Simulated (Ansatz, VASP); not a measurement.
**CuO: VASP beside Ansatz**

File INCAR:

```
SYSTEM = CuO
PREC     = Accurate       ! precision mode
ENCUT    = 520            ! plane-wave cutoff, eV
EDIFF    = 1E-6           ! SCF threshold, eV
ISMEAR   = -1             ! smearing method
SIGMA    = 0.08           ! smearing width, eV
LREAL    = .FALSE.        ! projectors in reciprocal space
LASPH    = .TRUE.         ! aspherical terms in the spheres
NELM     = 100            ! most SCF steps
ALGO     = Normal         ! electronic algorithm
ISIF     = 2              ! what is computed and relaxed
LWAVE    = .FALSE.        ! write WAVECAR
LCHARG   = .TRUE.         ! write CHGCAR
GGA      = PS             ! functional
LELF     = .TRUE.         ! ELF
LVHAR    = .TRUE.       
NBANDS   = 16             ! bands
```

The input KPOINTS:

```
Automatic mesh
0
G
  12 12 12
  0 0 0
```

The input POSCAR:

```
CuO
1.0
    2.6368332336      0.0000000000      0.0000000000
    0.0000000000      2.6368332336      0.0000000000
    0.0000000000      0.0000000000      2.6368332336
Cu O
1 1
Direct
    0.0000000000      0.0000000000      0.0000000000
    0.5000000000      0.5000000000      0.5000000000
```

Input for Ansatz:

```yaml
crystal:
  lattice:
    - [2.6368332336, 0.0, 0.0]
    - [0.0, 2.6368332336, 0.0]
    - [0.0, 0.0, 2.6368332336]
  atoms:
    - { symbol: Cu, position: [0.0, 0.0, 0.0] }
    - { symbol: O, position: [0.5, 0.5, 0.5] }
kpoints:
  mp_grid: { grid: [12, 12, 12] }
  band_path:
    path:
      - [0.0, 0.0, 0.0]
      - [0.0, 0.5, 0.0]
      - [0.5, 0.5, 0.0]
      - [0.0, 0.0, 0.0]
      - [0.5, 0.5, 0.5]
      - [0.0, 0.5, 0.0]
      - [0.5, 0.5, 0.5]
      - [0.5, 0.5, 0.0]
    npoints: 5
scf:
  occupations: { method: fermi_dirac, width: 0.08 }
hamiltonian:
  xc: pbesol
  pseudopotentials: { kind: all_electron, lapw: { basis_error: 0.00025 } }
output:
  forces: true
  stress: true
  eigenvalues: true
```

Alike in both runs: task single point; functional PBEsol; k mesh 12 × 12 × 12; occupations fermi-dirac, width 0.08 eV; no spin polarisation.

|  | VASP | Ansatz |
| --- | --- | --- |
| version | VASP 6.6.1 | Ansatz 0.2.0 |
| potentials or method | VASP PAW PBE potentials, release 64 (Cu, O), cutoff 520 eV | all-electron LAPW, scalar-relativistic |

```tsv
	VASP	Ansatz	Ansatz less VASP
pressure (GPa)	-9.1	-9.4	-0.31
```

VASP's potentials were made for PBE, not for PBEsol. Ansatz ran all-electron here, and VASP with PAW potentials.
